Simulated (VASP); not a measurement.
Runs of VASP 6.6.1 on Ca3Ge. The structure is that of space group Pm-3m (No. 221), or close to it. The cells are those of the table. 

```tsv
task	cell	k mesh	cutoff (eV)	gap on the mesh (eV)	pressure (GPa)	relaxed volume (Å³/atom)
relaxation of cell and atoms	relaxed from a = 4.863 Å, 4 atoms	10 × 10 × 10	600	none	0.0	28.98
single point	a = 4.863 Å, 4 atoms	4 × 4 × 4	520	none	0.2	-
relaxation of cell and atoms	relaxed from a = 4.643 Å, 4 atoms	4 × 4 × 4	600	none	0.0	(a)
single point	a = 4.643 Å, 4 atoms	4 × 4 × 4	520	none	5.6	-
single point	a = 4.870 Å, 4 atoms	10 × 10 × 10	520	none	0.0	-
```

Alike in all rows: level PBE; potentials or basis VASP PAW PBE potentials, release 64 (Ca_sv, Ge_d); no spin polarisation; smearing gaussian 0.1 eV.

Problem. Estimate the missing entries.

Solution. (a) 28.97.

Caveats: the volume moved by over 15 % at a fixed basis, so the end points are rough (at least some runs); the cell stands under pressure (at least some runs).

A k mesh can miss the band edges, and the runs leave out spin-orbit coupling on Ge.

A gap of «none» marks levels without a gap at the run's occupations.
